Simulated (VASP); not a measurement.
# Al (P6_3/mmc) in VASP: a series of runs

Runs on Al. Level: PBE+D3(BJ). Tasks: single point.

Everything below comes from runs of VASP 6.6.1. Logs are shortened: lines on timing, memory, paths and dates and some standing lists are left out, and cuts for length are marked.

### 1 The cell of the first run

It takes space group P6_3/mmc (No. 194, hexagonal). Conventional cell: a = 2.794 Å, b = 2.794 Å, c = 8.814 Å, α = 90.00°, β = 90.00°, γ = 120.00°. Al (site symmetry -3m) has 12 Al at 2.73 to 2.79 Å within 3.6 Å. Within 3.6 Å of Al (site symmetry -6m2) lie 12 Al at 2.73 to 2.79 Å.

This isn't the form of Al at room conditions, which is fcc.

### 2 Single point, PBE+D3(BJ) (14.90 Å³/atom)

The input, INCAR:

```
PREC = Accurate ; ENCUT = 520
EDIFF = 1E-6 ; ISMEAR = 0
SIGMA = 0.15 ; LREAL = F
LASPH = T ; NELM = 80
ALGO = Normal ; ISIF = 2
LWAVE = F ; LCHARG = F
GGA = PE ; IVDW = 12
NBANDS = 14
```

The input, KPOINTS:

```
Automatic mesh
0
Gamma
  18 18 6
```

The input, POSCAR:

```
Al
1.0
    2.7940690701      0.0000000000      0.0000000000
   -1.3970345351      2.4197347946      0.0000000000
    0.0000000000      0.0000000000      8.8136114747
Al
4
Direct
    0.0000000000      0.0000000000      0.0000000000
    0.3333333333      0.6666666667      0.2500000000
    0.0000000000      0.0000000000      0.5000000000
    0.6666666667      0.3333333333      0.7500000000
```

Potentials or basis: VASP PAW PBE potentials, release 64 (Al).

Run with:

```sh
$ cat potpaw_PBE.64/Al/POTCAR > POTCAR
$ mpirun -np 1 vasp_std > vasp.out
```

OUTCAR:

```text
PREC = Accurate
   ENCUT = 520
   EDIFF = 1E-6
   ISMEAR = 0
   LREAL = F
   LASPH = T
   NELM = 80
   ISIF = 2
   GGA = PE
   IVDW = 12
 IVDW          = 12

 ion  position               nearest neighbor table
   1  0.000  0.000  0.000-   2 2.73   4 2.73   2 2.73   4 2.73   4 2.73   2 2.73
   2  0.333  0.667  0.250-   1 2.73   3 2.73   1 2.73   3 2.73   1 2.73   3 2.73
   3  0.000  0.000  0.500-   2 2.73   4 2.73   2 2.73   4 2.73   4 2.73   2 2.73
   4  0.667  0.333  0.750-   1 2.73   3 2.73   1 2.73   3 2.73   1 2.73   3 2.73

  LATTYP: Found a hexagonal cell.
 ALAT       =     2.7940690701
 C/A-ratio  =     3.1544000000

  Lattice vectors:

 A1 = (   2.7940690701,   0.0000000000,   0.0000000000)
 A2 = (  -1.3970345351,   2.4197347946,   0.0000000000)
 A3 = (   0.0000000000,   0.0000000000,   8.8136114747)

Analysis of symmetry for initial positions (statically):
=====================================================================
 Subroutine PRICEL returns:
 Original cell was already a primitive cell.

 Routine SETGRP: Setting up the symmetry group for a
 hexagonal supercell.

 Subroutine GETGRP returns: Found 24 space group operations
 (whereof 12 operations were pure point group operations)
 out of a pool of 24 trial point group operations.

The static configuration has the point symmetry D_3d.
 The point group associated with its full space group is D_6h.

Analysis of symmetry for dynamics (positions and initial velocities):
=====================================================================
 Subroutine PRICEL returns:
 Original cell was already a primitive cell.

 Routine SETGRP: Setting up the symmetry group for a
 hexagonal supercell.

 Subroutine GETGRP returns: Found 24 space group operations
 (whereof 12 operations were pure point group operations)
 out of a pool of 24 trial point group operations.

The dynamic configuration has the point symmetry D_3d.
 The point group associated with its full space group is D_6h.

 Subroutine INISYM returns: Found 24 space group operations
 (whereof 12 operations are pure point group operations),
 and found     1 'primitive' translations

----------------------------------------------------------------------------------------

                                     Primitive cell

  volume of cell :      59.5880

  direct lattice vectors                    reciprocal lattice vectors
     2.794069070  0.000000000  0.000000000     0.357900959  0.206634215  0.000000000
    -1.397034535  2.419734795  0.000000000     0.000000000  0.413268430  0.000000000
     0.000000000  0.000000000  8.813611475     0.000000000  0.000000000  0.113460867

  length of vectors
     2.794069070  2.794069070  8.813611475     0.413268430  0.413268430  0.113460867

  position of ions in fractional coordinates (direct lattice)
     0.000000000  0.000000000  0.000000000
     0.333333333  0.666666667  0.250000000
     0.000000000  0.000000000  0.500000000
     0.666666667  0.333333333  0.750000000

  ion indices of the primitive-cell ions
   primitive index   ion index
                 1           1
                 2           2
                 3           3
                 4           4

----------------------------------------------------------------------------------------

 KPOINTS: Automatic mesh

Automatic generation of k-mesh.
 Grid dimensions read from file:
 generate k-points for:   18   18    6

 Generating k-lattice:

  Cartesian coordinates                     Fractional coordinates (reciprocal lattice)
     0.019883387  0.011479679  0.000000000     0.055555556 -0.000000000  0.000000000
     0.000000000  0.022959357  0.000000000     0.000000000  0.055555556  0.000000000
     0.000000000  0.000000000  0.018910145     0.000000000  0.000000000  0.166666667

  Length of vectors
     0.022959357  0.022959357  0.018910145

  Shift w.r.t. Gamma in fractional coordinates (k-lattice)
     0.000000000  0.000000000  0.000000000

 Subroutine IBZKPT returns following result:
 ===========================================

 Found    148 irreducible k-points:
[... 43 lines left out ...]

 Free energy of the ion-electron system (eV)
  ---------------------------------------------------
  ext. energy  EPLUGINS =         0.00000000
  ---------------------------------------------------
  free energy    TOTEN  =       -14.72633099 eV

  energy without entropy =      -14.71059273  energy(sigma->0) =      -14.71846186

 E-fermi :   9.1012     XC(G=0): -10.5724

 val. band max:        9.0782469858   @ k =   0.2222   0.2222   0.3333
 cond. band min:       9.1036584237   @ k =   0.3333   0.1111   0.1667
 fundamental gap:      0.0254114379
 Fermi energy:         9.1012489490

 k-point     1 :       0.0000    0.0000    0.0000
  band No.  band energies     occupation
      1      -2.7532      2.00000
      2      -0.8634      2.00000
      3      -0.8624      2.00000
      4       4.3171      2.00000
      5       5.0330      2.00000
      6      13.4486      0.00000
      7      13.4712      0.00000
      8      20.0161      0.00000
      9      20.0161      0.00000
     10      20.1460      0.00000
     11      20.1460      0.00000
     12      21.1246      0.00000
     13      21.1292      0.00000
     14      21.2873      0.00000

 k-point     2 :       0.0556    0.0000    0.0000
  band No.  band energies     occupation
      1      -2.6753      2.00000
      2      -0.7866      2.00000
      3      -0.7856      2.00000
      4       4.3884      2.00000
      5       5.1080      2.00000
      6      13.5018      0.00000
      7      13.5306      0.00000
      8      18.3441      0.00000
      9      18.9579      0.00000
     10      19.7894      0.00000
     11      19.8729      0.00000
     12      20.3409      0.00000
     13      20.4618      0.00000
     14      20.5021      0.00000
[... 343 lines left out ...]
      1       1.2382      2.00000
      2       3.0578      2.00000
      3       3.0638      2.00000
      4       6.4735      2.00000
      5       7.8649      2.00000
      6       8.2311      2.00000
      7       8.5946      2.00000
      8       9.2626      0.12829
      9      11.8242      0.00000
     10      13.0791      0.00000
     11      13.6471      0.00000
     12      13.7716      0.00000
     13      14.7073      0.00000
     14      17.3033      0.00000

 k-point    24 :       0.3889    0.1111    0.0000
  band No.  band energies     occupation
      1       2.3653      2.00000
      2       4.1400      2.00000
      3       4.1569      2.00000
      4       5.0178      2.00000
      5       6.8702      2.00000
      6       6.8929      2.00000
      7       9.1580      0.59233
      8       9.9822      0.00000
      9      11.4668      0.00000
     10      11.7150      0.00000
     11      13.1027      0.00000
     12      13.4651      0.00000
     13      13.9177      0.00000
     14      17.9762      0.00000

 [... further k-points ...]

------------------------ aborting loop because EDIFF is reached ----------------------------------------

 Edisp (eV)   -1.49631

 E8    (eV) :    -0.6702

  FORCE on cell =-STRESS in cart. coord.  units (eV):
  Direction    XX          YY          ZZ          XY          YZ          ZX
  --------------------------------------------------------------------------------------
  -------------------------------------------------------------------------------------
  Total       1.72694     1.72694     3.47670    -0.00000     0.00000     0.00000
  in kB      46.43318    46.43318    93.47996    -0.00000     0.00000     0.00000
  external pressure =       62.12 kB  Pullay stress =        0.00 kB

 VOLUME and BASIS-vectors are now :
 -----------------------------------------------------------------------------
  energy-cutoff  :      520.00
  volume of cell :       59.59
      direct lattice vectors                 reciprocal lattice vectors
     2.794069070  0.000000000  0.000000000     0.357900959  0.206634215  0.000000000
    -1.397034535  2.419734795  0.000000000     0.000000000  0.413268430  0.000000000
     0.000000000  0.000000000  8.813611475     0.000000000  0.000000000  0.113460867

 POSITION                                       TOTAL-FORCE (eV/Angst)
 -----------------------------------------------------------------------------------
      0.00000      0.00000      0.00000        -0.000000      0.000000      0.000000
     -0.00000      1.61316      2.20340         0.000000      0.000000      0.000000
      0.00000      0.00000      4.40681        -0.000000      0.000000      0.000000
      1.39703      0.80658      6.61021        -0.000000     -0.000000     -0.000000
 -----------------------------------------------------------------------------------
    total drift:                               -0.000000      0.000000      0.000000

  FREE ENERGIE OF THE ION-ELECTRON SYSTEM (eV)
  ---------------------------------------------------
  free  energy   TOTEN  =       -16.2226395058 eV

  energy  without entropy=      -16.2069012513  energy(sigma->0) =      -16.21477038
```

It took 1.9 min on 1 thread of Intel Xeon 8259CL, shared host; peak memory 0.25 GiB.

What came out:

* Free energy: -16.2226 eV
* Pressure: 6.2 GPa
* Band gap on the k mesh: zero (bands 6 and 7 overlap by 6.32 eV)
* Dispersion energy per atom: -0.374 eV

Stress tensor (GPa, compression positive):
```
4.64 0.00 0.00
0.00 4.64 0.00
0.00 0.00 9.35
```

Levels at points of the mesh, in eV from the Fermi level:
```
           k point  band 4  band 5  band 6  band 7  band 8  band 9
(0.00, 0.00, 0.00)   -4.78   -4.07    4.35    4.37   10.91   10.91
(0.50, 0.00, 0.00)   -4.21   -3.51   -3.45    0.85    1.27    1.85
(0.00, 0.00, 0.50)   -7.64   -0.39   -0.39    9.66    9.66   11.27
(0.50, 0.00, 0.50)   -5.21   -1.93   -1.93   -1.21   -1.21    5.04
```

Caveat: the cell stands under pressure.

### 3 Single point, PBE+D3(BJ) (14.90 Å³/atom)

The input, INCAR:

```
  ALGO = Normal
  EDIFF = 1E-7
  ENCUT = 520
  GGA = PE
  ISIF = 2
  ISMEAR = 0
  IVDW = 12
  LASPH = T
  LCHARG = T
  LELF = T
  LREAL = F
  LVHAR = T
  LWAVE = F
  NBANDS = 14
  NELM = 100
  PREC = Accurate
  SIGMA = 0.15
```

The input, KPOINTS:

```
k-points
0
Gamma
  18 18 6
```

The input, POSCAR:

```
Al
1.0
    2.7022751134      0.0000000000      0.0000000000
   -1.3511375567      2.3402388962      0.0000000000
    0.0000000000      0.0000000000      9.4225630931
Al
4
Direct
    0.0000000000      0.0000000000      0.0000000000
    0.3333333333      0.6666666667      0.2500000000
    0.0000000000      0.0000000000      0.5000000000
    0.6666666667      0.3333333333      0.7500000000
```

Potentials or basis: VASP PAW PBE potentials, release 64 (Al).

Run with:

```sh
$ cat potpaw_PBE.64/Al/POTCAR > POTCAR
$ mpirun -np 1 vasp_std > vasp.out
```

It took 2.1 min on 1 thread of Intel Xeon 8259CL, shared host; peak memory 0.24 GiB.

Results (log left out):

* Free energy: -16.1885 eV
* Pressure: 6.7 GPa
* Band gap on the k mesh: zero (bands 6 and 7 overlap by 4.68 eV)
* Dispersion energy per atom: -0.374 eV

Stress tensor (GPa, compression positive):
```
9.09 0.00 0.00
0.00 9.09 0.00
0.00 0.00 1.97
```

Levels at points of the mesh, in eV from the Fermi level:
```csv
k point,band 2,band 3,band 4,band 5,band 6,band 7,band 8,band 9,band 10,band 11
"(0.00, 0.00, 0.00)",-10.19,-10.18,-5.34,-5.33,2.43,2.43,11.64,12.49,12.49,12.56
"(0.50, 0.00, 0.00)",-5.28,-4.10,-4.06,-3.26,-3.22,0.79,0.98,1.15,1.42,6.98
"(0.00, 0.00, 0.50)",-11.42,-8.14,-8.14,-1.79,-1.79,7.24,7.24,12.70,12.70,12.70
"(0.50, 0.00, 0.50)",-4.99,-4.81,-4.81,-1.97,-1.97,-1.26,-1.26,4.30,4.30,4.48
```

Caveat: the cell stands under pressure.

### 4 Single point, PBE+D3(BJ) (14.90 Å³/atom)

The input, INCAR:

```
SYSTEM = Al
PREC = Accurate ; ENCUT = 520
EDIFF = 1E-6 ; ISMEAR = 0
SIGMA = 0.15 ; LREAL = .False.
LASPH = .True. ; NELM = 60
ALGO = Fast ; ISIF = 2
LWAVE = .False. ; LCHARG = .False.
GGA = PE ; IVDW = 12
NBANDS = 14
```

The input, KPOINTS:

```
regular mesh
0
Gamma
  18 18 6
  0 0 0
```

The input, POSCAR:

```
Al
1.0
    2.8127701597      0.0000000000      0.0000000000
   -1.4063850799      2.4359304133      0.0000000000
    0.0000000000      0.0000000000      8.6968040567
Al
4
Direct
    0.0000000000      0.0000000000      0.0000000000
    0.3333333333      0.6666666667      0.2500000000
    0.0000000000      0.0000000000      0.5000000000
    0.6666666667      0.3333333333      0.7500000000
```

Run with:

```sh
$ cat potpaw_PBE.64/Al/POTCAR > POTCAR
$ mpirun -np 1 vasp_std > vasp.out
```

Run time: 2.3 min. Hardware: 1 thread of Intel Xeon 8259CL, shared host; peak memory 0.25 GiB.

It converged, with:

| Quantity | Value |
| --- | --- |
| Free energy | -16.1949 eV |
| Pressure | 6.5 GPa |
| Band gap on the k mesh | zero (bands 6 and 7 overlap by 6.69 eV) |
| Dispersion energy per atom | -0.374 eV |

Stress tensor (GPa, compression positive):
```
 4.32  0.00  0.00
 0.00  4.32  0.00
 0.00  0.00 10.76
```

Levels at points of the mesh, in eV from the Fermi level:
```tsv
k point	band 2	band 3	band 4	band 5	band 6	band 7	band 8	band 9	band 10	band 11
(0.00, 0.00, 0.00)	-9.93	-9.93	-4.66	-3.82	4.74	4.77	10.58	10.58	10.74	10.74
(0.50, 0.00, 0.00)	-5.74	-4.32	-4.24	-3.58	-3.49	0.88	1.30	2.03	2.26	5.39
(0.00, 0.00, 0.50)	-11.38	-7.55	-7.55	-0.10	-0.10	10.13	10.13	10.94	10.94	10.95
(0.50, 0.00, 0.50)	-5.38	-5.29	-5.29	-1.93	-1.93	-1.20	-1.20	5.11	5.11	5.56
```

Caveat: the cell stands under pressure.

### 5 Single point, PBE+D3(BJ) (14.90 Å³/atom)

The input, INCAR:

```
PREC = Accurate ; ENCUT = 520
EDIFF = 1E-6 ; ISMEAR = 0
SIGMA = 0.15 ; LREAL = F
LASPH = T ; NELM = 80
ALGO = Normal ; ISIF = 2
LWAVE = F ; LCHARG = F
GGA = PE ; IVDW = 12
NBANDS = 14
```

The input, KPOINTS:

```
Automatic mesh
0
Gamma
  18 18 6
```

The input, POSCAR:

```
Al
1.0
    2.7754530431      0.0000000000      0.0000000000
   -1.3877265216      2.4036128423      0.0000000000
    0.0000000000      0.0000000000      8.9322405285
Al
4
Direct
    0.0000000000      0.0000000000      0.0000000000
    0.3333333333      0.6666666667      0.2500000000
    0.0000000000      0.0000000000      0.5000000000
    0.6666666667      0.3333333333      0.7500000000
```

Run with:

```sh
$ cat potpaw_PBE.64/Al/POTCAR > POTCAR
$ mpirun -np 1 vasp_std > vasp.out
```

It took 2.1 min on 1 thread of Intel Xeon 8259CL, shared host; peak memory 0.25 GiB.

The run converged. Its results:

| Property | Result |
| --- | --- |
| Free energy | -16.2410 eV |
| Pressure | 6.1 GPa |
| Band gap on the k mesh | zero (bands 6 and 7 overlap by 5.94 eV) |
| Dispersion energy per atom | -0.374 eV |

Stress tensor (GPa, compression positive):
```
5.27 0.00 0.00
0.00 5.27 0.00
0.00 0.00 7.74
```

Levels at points of the mesh, in eV from the Fermi level:
| k point | band 2 | band 3 | band 4 | band 5 | band 6 | band 7 | band 8 | band 9 | band 10 | band 11 |
| --- | --- | --- | --- | --- | --- | --- | --- | --- | --- | --- |
| (0.00, 0.00, 0.00) | -10.01 | -10.00 | -4.90 | -4.32 | 3.95 | 3.97 | 11.25 | 11.25 | 11.34 | 11.34 |
| (0.50, 0.00, 0.00) | -5.58 | -4.23 | -4.19 | -3.46 | -3.41 | 0.83 | 1.23 | 1.67 | 1.99 | 5.92 |
| (0.00, 0.00, 0.50) | -11.38 | -7.74 | -7.74 | -0.68 | -0.68 | 9.17 | 9.17 | 11.59 | 11.59 | 11.59 |
| (0.50, 0.00, 0.50) | -5.23 | -5.13 | -5.13 | -1.94 | -1.94 | -1.22 | -1.22 | 4.95 | 4.95 | 5.11 |

Caveat: the cell stands under pressure.

### 6 Single point, PBE+D3(BJ) (14.90 Å³/atom)

The input, INCAR:

```
SYSTEM = Al
ALGO     = Normal         ! electronic algorithm
EDIFF    = 1E-6           ! SCF threshold, eV
ENCUT    = 520            ! plane-wave cutoff, eV
GGA      = PE             ! functional
ISIF     = 2              ! what is computed and relaxed
ISMEAR   = 0              ! smearing method
IVDW     = 12             ! dispersion correction
LASPH    = .True.         ! aspherical terms in the spheres
LCHARG   = .False.        ! write CHGCAR
LREAL    = .False.        ! projectors in reciprocal space
LWAVE    = .False.        ! write WAVECAR
NBANDS   = 14             ! bands
NELM     = 80             ! most SCF steps
PREC     = Accurate       ! precision mode
SIGMA    = 0.15           ! smearing width, eV
```

The input, KPOINTS:

```
k-points
0
Gamma
  18 18 6
  0 0 0
```

The input, POSCAR:

```
Al
1.0
    2.7386221192      0.0000000000      0.0000000000
   -1.3693110596      2.3717163266      0.0000000000
    0.0000000000      0.0000000000      9.1741102370
Al
4
Direct
    0.0000000000      0.0000000000      0.0000000000
    0.3333333333      0.6666666667      0.2500000000
    0.0000000000      0.0000000000      0.5000000000
    0.6666666667      0.3333333333      0.7500000000
```

Potentials or basis: VASP PAW PBE potentials, release 64 (Al).

Run with:

```sh
$ cat potpaw_PBE.64/Al/POTCAR > POTCAR
$ mpirun -np 1 vasp_std > vasp.out
```

It took 2 min on 1 thread of Intel Xeon 8259CL, shared host; peak memory 0.24 GiB.

It converged, with:

| Quantity | Value |
| --- | --- |
| Free energy | -16.2385 eV |
| Pressure | 6.2 GPa |
| Band gap on the k mesh | zero (bands 6 and 7 overlap by 5.32 eV) |
| Dispersion energy per atom | -0.374 eV |

Stress tensor (GPa, compression positive):
```
7.21 0.00 0.00
0.00 7.21 0.00
0.00 0.00 4.06
```

Levels at points of the mesh, in eV from the Fermi level:
| k point | band 3 | band 4 | band 5 | band 6 | band 7 | band 8 | band 9 | band 10 |
| --- | --- | --- | --- | --- | --- | --- | --- | --- |
| (0.00, 0.00, 0.00) | -10.10 | -5.14 | -4.84 | 3.17 | 3.18 | 11.90 | 11.90 | 11.91 |
| (0.50, 0.00, 0.00) | -4.15 | -4.15 | -3.35 | -3.34 | 0.79 | 1.17 | 1.31 | 1.70 |
| (0.00, 0.00, 0.50) | -7.95 | -7.95 | -1.26 | -1.26 | 8.19 | 8.19 | 12.16 | 12.16 |
| (0.50, 0.00, 0.50) | -4.98 | -4.98 | -1.96 | -1.96 | -1.26 | -1.26 | 4.67 | 4.67 |

Caveat: the cell stands under pressure.

### 7 Overview

```csv
cell,gap on the mesh (eV),pressure (GPa)
"a = 2.794, b = 2.794, c = 8.814 Å, angles 90.0, 90.0, 120.0°, 4 atoms",none,6.2
"a = 2.702, b = 2.702, c = 9.423 Å, angles 90.0, 90.0, 120.0°, 4 atoms",none,6.7
"a = 2.813, b = 2.813, c = 8.697 Å, angles 90.0, 90.0, 120.0°, 4 atoms",none,6.5
"a = 2.775, b = 2.775, c = 8.932 Å, angles 90.0, 90.0, 120.0°, 4 atoms",none,6.1
"a = 2.739, b = 2.739, c = 9.174 Å, angles 90.0, 90.0, 120.0°, 4 atoms",none,6.2
```

Alike in all rows: task single point; level PBE+D3(BJ); potentials or basis VASP PAW PBE potentials, release 64 (Al); no spin polarisation; k mesh 18 × 18 × 6; cutoff (eV) 520; smearing gaussian 0.15 eV.

Caveats: the cell stands under pressure.

Absolute energies hang on the potentials; compare differences alone.
